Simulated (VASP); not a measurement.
Runs of VASP 6.6.1 on Zr. The structure is that of space group Fm-3m (No. 225), or close to it. The cells are those of the table. This isn't the form of Zr at room conditions, which is hcp.

| cell | gap on the mesh (eV) | pressure (GPa) |
| --- | --- | --- |
| a = 3.213, b = 3.189 Å, angles 60.2, 59.5, 60.2°, 1 atom | none | (a) |
| a = 3.286, b = 3.189 Å, angles 61.0, 58.1, 61.0°, 1 atom | none | -3.9 |
| a = 3.262, b = 3.189 Å, angles 60.7, 58.5, 60.7°, 1 atom | none | -2.8 |
| a = 3.142, b = 3.189 Å, angles 59.5, 61.0, 59.5°, 1 atom | none | 4.1 |

Alike in all rows: task single point; level PBE; potentials or basis VASP PAW PBE potentials, release 64 (Zr_sv); no spin polarisation; k mesh 18 × 18 × 18; cutoff (eV) 520; smearing gaussian 0.15 eV.

Q: Estimate the missing entries.

A: (a) -0.3.

Caveats: the cell stands under tension (at least some runs); the cell stands under pressure (at least some runs).

A k mesh can miss the band edges, and the runs leave out spin-orbit coupling on Zr.

A gap of «none» marks levels without a gap at the run's occupations.
